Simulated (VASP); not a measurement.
# Sr (P6_3/mmc) in VASP: single point with PBEsol

Aim: the single point of Sr with PBEsol.

Everything below comes from runs of VASP 6.6.1. Logs are shortened: lines on timing, memory, paths and dates and some standing lists are left out, and cuts for length are marked.

## (1) The cell of the first run

It takes space group P6_3/mmc (No. 194, hexagonal). The conventional cell has a = 3.747 Å, b = 3.747 Å, c = 6.392 Å, α = 90.00°, β = 90.00°, γ = 120.00°. Within 4.9 Å of Sr (site symmetry -6m2) lie 12 Sr at 3.75 to 3.86 Å.

This isn't the form of Sr at room conditions, which is fcc.

## (2) Single point, PBEsol (Be replaced by Sr, lengths x 1.619, strained)

The input, INCAR:

```
SYSTEM = Sr
ALGO     = Fast           ! electronic algorithm
EDIFF    = 1E-6           ! SCF threshold, eV
ENCUT    = 520            ! plane-wave cutoff, eV
GGA      = PS             ! functional
ISIF     = 2              ! what is computed and relaxed
ISMEAR   = 0              ! smearing method
LASPH    = .TRUE.         ! aspherical terms in the spheres
LCHARG   = .FALSE.        ! write CHGCAR
LREAL    = .FALSE.        ! projectors in reciprocal space
LWAVE    = .FALSE.        ! write WAVECAR
NBANDS   = 17             ! bands
NELM     = 100            ! most SCF steps
PREC     = Accurate       ! precision mode
SIGMA    = 0.1            ! smearing width, eV
```

The input, KPOINTS:

```
k-points
0
G
  15 15 8
  0 0 0
```

The input, POSCAR:

```
Sr
1.0
    3.7468489192      0.0000000000      0.0000000000
   -1.8734244597      3.2448663482      0.0000000000
    0.0000000000      0.0000000000      6.3919758196
Sr
2
Direct
    0.3333333333      0.6666666667      0.2500000000
    0.6666666667      0.3333333333      0.7500000000
```

Potentials or basis: VASP PAW PBE potentials, release 64 (Sr_sv).

Command:

```sh
cat potpaw_PBE.64/Sr_sv/POTCAR > POTCAR
mpirun -np 1 vasp_std > vasp.out
```

OUTCAR:

```text
SYSTEM = Sr
   EDIFF = 1E-6
   ENCUT = 520
   GGA = PS
   ISIF = 2
   ISMEAR = 0
   LASPH = .TRUE.
   LREAL = .FALSE.
   NELM = 100
   PREC = Accurate

 ion  position               nearest neighbor table
   1  0.333  0.667  0.250-   2 3.86   2 3.86   2 3.86   2 3.86   2 3.86   2 3.86
   2  0.667  0.333  0.750-   1 3.86   1 3.86   1 3.86   1 3.86   1 3.86   1 3.86

  LATTYP: Found a hexagonal cell.
 ALAT       =     3.7468489192
 C/A-ratio  =     1.7059603836

  Lattice vectors:

 A1 = (   3.7468489192,   0.0000000000,   0.0000000000)
 A2 = (  -1.8734244597,   3.2448663482,   0.0000000000)
 A3 = (   0.0000000000,   0.0000000000,   6.3919758196)

Analysis of symmetry for initial positions (statically):
=====================================================================
 Subroutine PRICEL returns:
 Original cell was already a primitive cell.

 Routine SETGRP: Setting up the symmetry group for a
 hexagonal supercell.

 Subroutine GETGRP returns: Found 24 space group operations
 (whereof 12 operations were pure point group operations)
 out of a pool of 24 trial point group operations.

The static configuration has the point symmetry D_3d.
 The point group associated with its full space group is D_6h.

Analysis of symmetry for dynamics (positions and initial velocities):
=====================================================================
 Subroutine PRICEL returns:
 Original cell was already a primitive cell.

 Routine SETGRP: Setting up the symmetry group for a
 hexagonal supercell.

 Subroutine GETGRP returns: Found 24 space group operations
 (whereof 12 operations were pure point group operations)
 out of a pool of 24 trial point group operations.

The dynamic configuration has the point symmetry D_3d.
 The point group associated with its full space group is D_6h.

 Subroutine INISYM returns: Found 24 space group operations
 (whereof 12 operations are pure point group operations),
 and found     1 'primitive' translations

----------------------------------------------------------------------------------------

                                     Primitive cell

  volume of cell :      77.7138

  direct lattice vectors                    reciprocal lattice vectors
     3.746848919  0.000000000  0.000000000     0.266890932  0.154089551  0.000000000
    -1.873424460  3.244866348  0.000000000     0.000000000  0.308179103  0.000000000
     0.000000000  0.000000000  6.391975820     0.000000000  0.000000000  0.156446149

[... 83 lines left out ...]
   EDIFF  = 0.1E-05   stopping-criterion for ELM
   LREAL  =      F    real-space projection
   EDIFFG = 0.1E-04   stopping-criterion for IOM
   NSW    =      0    number of steps for IOM
   IBRION =     -1    ionic relax: 0-MD 1-quasi-New 2-CG
   NFREE  =      0    steps in history (QN), initial steepest desc. (CG)
   ISIF   =      2    stress and relaxation
   ISYM   =      2    0-nonsym 1-usesym 2-fastsym
   POTIM  = 0.5000    time-step for ionic-motion
   TEBEG  =    0.0;   TEEND  =   0.0 temperature during run
   PSTRESS=    0.0 pullay stress
   NELECT =      20.0000    total number of electrons
   NUPDOWN=      -1.0000    fix difference up-down
   EMIN   =  10.00;   EMAX   =-10.00  energy-range for DOS
   EFERMI =   0.00;   METHOD = LEGACY
   ISMEAR =     0;   SIGMA  =   0.10  broadening in eV -4-tet -1-fermi 0-gaus
   EFERMI_NEDOS =   21; number of points for ismear=-14 and -15
   IALGO  =     68    algorithm
   IMIX   =      4    mixing-type and parameters
     AMIX     =   0.40;   BMIX     =  1.00
     AMIX_MAG =   1.60;   BMIX_MAG =  1.00
  volume/ion in A,a.u.               =      38.86       262.22
  Fermi-wavevector in a.u.,A,eV,Ry     =   1.041323  1.967815 14.753526  1.084354
  Thomas-Fermi vector in A             =   2.175939
   LORBIT       =      0    0 simple, 1 ext, 2 COOP (PROOUT), +10 PAW based schemes
   GGA     = PS    functional components
   LHFCALC =     F    Hartree Fock is set to
   AEXX    =    0.0000 exact exchange contribution
   IVDW    =     0    specifies the selected vdW correction
   LEPSILON=     F    determine dielectric tensor
   LRPA    =     F    only Hartree local field effects (RPA)
 non-spin polarized calculation
 RMM-DIIS sequential band-by-band and
 Gauss-broadening in eV      SIGMA  =   0.10
  energy-cutoff  :      520.00
  volume of cell :       77.71
 maximum number of plane-waves:      2112
 NGX is ok and might be reduce to    28
   NGX = 13   NGY = 13   NGZ = 23

 number of electron      20.0000000 magnetization

 Free energy of the ion-electron system (eV)
  ---------------------------------------------------
  ext. energy  EPLUGINS =         0.00000000
  ---------------------------------------------------
  free energy    TOTEN  =        -3.28482185 eV

  energy without entropy =       -3.27378847  energy(sigma->0) =       -3.27930516

 E-fermi :   2.7393     XC(G=0):  -8.5974

 val. band max:        2.7392315426   @ k =   0.4000  -0.0000   0.1250
 cond. band min:       2.7527794039   @ k =   0.2000   0.2000   0.0000
 fundamental gap:      0.0135478612
 Fermi energy:         2.7393483578

 k-point     1 :       0.0000    0.0000    0.0000
  band No.  band energies     occupation
      1     -33.1054      2.00000
      2     -33.0487      2.00000
      3     -15.4476      2.00000
      4     -14.9173      2.00000
      5     -14.9173      2.00000
      6     -14.8667      2.00000
[... 457 lines left out ...]
      4     -15.3333      2.00000
      5     -15.1843      2.00000
      6     -15.1235      2.00000
[... 9 lines left out ...]
     16       7.8020      0.00000
     17       8.2284      0.00000

 [... further k-points ...]

------------------------ aborting loop because EDIFF is reached ----------------------------------------

  FORCE on cell =-STRESS in cart. coord.  units (eV):
  Direction    XX          YY          ZZ          XY          YZ          ZX
  --------------------------------------------------------------------------------------
  -------------------------------------------------------------------------------------
  Total        2.9103883      2.9103883      2.2279192     -0.0000000      0.0000000      0.0000000
  in kB       60.0016786     60.0016786     45.9316348     -0.0000000      0.0000000      0.0000000
  external PRESSURE =      55.3116640 kB  Pullay stress =       0.0000000 kB

 VOLUME and BASIS-vectors are now :
 -----------------------------------------------------------------------------
  energy-cutoff  :      520.00
  volume of cell :       77.71
      direct lattice vectors                 reciprocal lattice vectors
     3.746848919  0.000000000  0.000000000     0.266890932  0.154089551  0.000000000
    -1.873424460  3.244866348  0.000000000     0.000000000  0.308179103  0.000000000
     0.000000000  0.000000000  6.391975820     0.000000000  0.000000000  0.156446149

 POSITION                                       TOTAL-FORCE (eV/Angst)
 -----------------------------------------------------------------------------------
     -0.00000      2.16324      1.59799        -0.000000     -0.000000      0.000000
      1.87342      1.08162      4.79398         0.000000      0.000000     -0.000000
 -----------------------------------------------------------------------------------
    total drift:                               -0.000000      0.000000     -0.000000

  FREE ENERGIE OF THE ION-ELECTRON SYSTEM (eV)
  ---------------------------------------------------
  free  energy   TOTEN  =        -3.2848218541 eV

  energy  without entropy=       -3.2737884684  energy(sigma->0) =       -3.27930516
```

stdout:

```text
POSCAR found type information on POSCAR Sr
 POSCAR found :  1 types and       2 ions
 scaLAPACK will be used
 -----------------------------------------------------------------------------
|                                                                             |
|                                                                             |
|     You enforced a specific xc type in the INCAR file but a different       |
|     I HOPE YOU KNOW WHAT YOU ARE DOING!                                     |
|                                                                             |
 -----------------------------------------------------------------------------

 LDA part: xc-table for (Slater+PW92), standard interpolation
 POSCAR, INCAR and KPOINTS ok, starting setup
 FFT: planning ... GRIDC
 FFT: planning ... GRID_SOFT
 FFT: planning ... GRID
 WAVECAR not read
 entering main loop
WARNING in EDDRMM: call to ZHEGV failed, returncode =   8  4     14
WARNING in EDDRMM: call to ZHEGV failed, returncode =   8  4     12
WARNING in EDDRMM: call to ZHEGV failed, returncode =   6  3     14
WARNING in EDDRMM: call to ZHEGV failed, returncode =   6  3     11
```

Run time: 3.7 min. Hardware: 1 thread of AMD EPYC 7R43 (Zen 3), shared host; peak memory 0.25 GiB.

What came out:

```yaml
Free_energy: -3.2848 eV
Pressure: 5.5 GPa
Band_gap_on_the_k_mesh: zero (bands 10 and 11 overlap by 0.50 eV)
```

Stress tensor (GPa, compression positive):
```
6.00 0.00 0.00
0.00 6.00 0.00
0.00 0.00 4.59
```

Caveat: the cell differs from its parent crystal (Be replaced by Sr, lengths x 1.619, strained); the cell stands under pressure; the PAW data sets were made with another functional, which shifts forces and pressure a little.
